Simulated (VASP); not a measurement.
Al3H8:

```
Al H
1.0
     3.97237    0.00000    0.00000
    -1.98618    3.44017    0.00000
     0.00000    0.00000    6.86820
Al H
3 8
Direct
  0.00000 0.00000 0.00000
  0.33333 0.66667 0.90727
  0.66667 0.33333 0.09273
  0.08800 0.70193 0.66250
  0.29807 0.38606 0.66250
  0.61394 0.91200 0.66250
  0.91200 0.29807 0.33750
  0.70193 0.61394 0.33750
  0.38606 0.08800 0.33750
  0.33333 0.66667 0.20432
  0.66667 0.33333 0.79568
```

* Program: VASP 6.6.1
* Task: relaxation of cell and atoms
* Functional: PBE
* Potentials or basis: VASP PAW PBE potentials, release 64 (Al, H)
* Cutoff: 600 eV
* k mesh: 6 × 6 × 4
* Occupations: gaussian, width 0.1 eV
* Spin: no spin polarisation

At the start: pressure 7.0 GPa; volume 8.53 Å³/atom.

**Question.** How do energy, volume and symmetry change on relaxing?

**Answer.** Over 27 steps the energy falls by 907.0 meV/atom and the volume is 9.40 Å³/atom (+10.1 %); space group P-3m1 (No. 164, to 0.05 Å).

The path:
| step | energy change (eV) | largest force (eV/Å) | pressure (GPa) | volume (Å³) |
| --- | --- | --- | --- | --- |
| 1 | 0.0000 | 3.3990 | 6.98 | 93.86 |
| 2 | -1.8005 | 2.0835 | 1.64 | 98.85 |
| 3 | -2.6877 | 1.8544 | 3.84 | 106.85 |
| 4 | -2.7496 | 1.3212 | 2.63 | 105.36 |
| 5 | -3.6678 | 1.1905 | -2.29 | 110.83 |
| 6 | -4.6209 | 2.0937 | -9.27 | 120.71 |
| 7 | -5.0289 | 2.2714 | -9.82 | 121.09 |
| 8 | -6.0097 | 2.1395 | -10.85 | 121.60 |
| 9 | -6.3096 | 1.7105 | -9.31 | 119.41 |
| 10 | -6.3217 | 1.7054 | -10.82 | 120.98 |
| 11 | -7.0412 | 1.5853 | -9.03 | 115.93 |
| 12 | -8.2974 | 2.1307 | -0.32 | 101.53 |
| 13 | -8.3347 | 2.7447 | 3.54 | 97.45 |
| 14 | -8.8387 | 0.8068 | 4.37 | 94.50 |
| 15 | -8.8956 | 0.6644 | 5.30 | 92.78 |
| 16 | -9.0416 | 0.5636 | 2.99 | 94.93 |
| 17 | -9.2110 | 0.6028 | -2.41 | 101.29 |
| 18 | -9.3518 | 0.5140 | -2.01 | 101.75 |
| 19 | -9.4819 | 0.5416 | -1.13 | 102.54 |
| 20 | -9.6460 | 0.3772 | -0.40 | 101.77 |
| 21 | -9.8215 | 0.5125 | 2.14 | 99.53 |
| 22 | -9.9028 | 0.4152 | 1.59 | 100.62 |
| 23 | -9.9658 | 0.1734 | 0.06 | 102.93 |
| 24 | -9.9664 | 0.1955 | 0.21 | 102.73 |
| 25 | -9.9722 | 0.0641 | 0.32 | 102.80 |
| 26 | -9.9727 | 0.0893 | 0.36 | 102.82 |
| 27 | -9.9765 | 0.0343 | -0.01 | 103.38 |

Final structure:
```xyz
11
Lattice="5.3566 0.0000 0.0000 -2.6783 4.6389 0.0000 0.0000 0.0000 4.1605" Properties=species:S:1:pos:R:3 pbc="T T T"
Al    0.0000    0.0000    0.0000
Al    0.0000    3.0926    3.3433
Al    2.6783    1.5463    0.8172
H    -1.4418    3.9348    3.0491
H    -0.0085    1.4229    3.0491
H     1.4503    3.9202    3.0491
H     4.1201    0.7041    1.1114
H     2.6868    3.2161    1.1114
H     1.2280    0.7188    1.1114
H     0.0000    3.0926    0.8474
H     2.6783    1.5463    3.3131
```
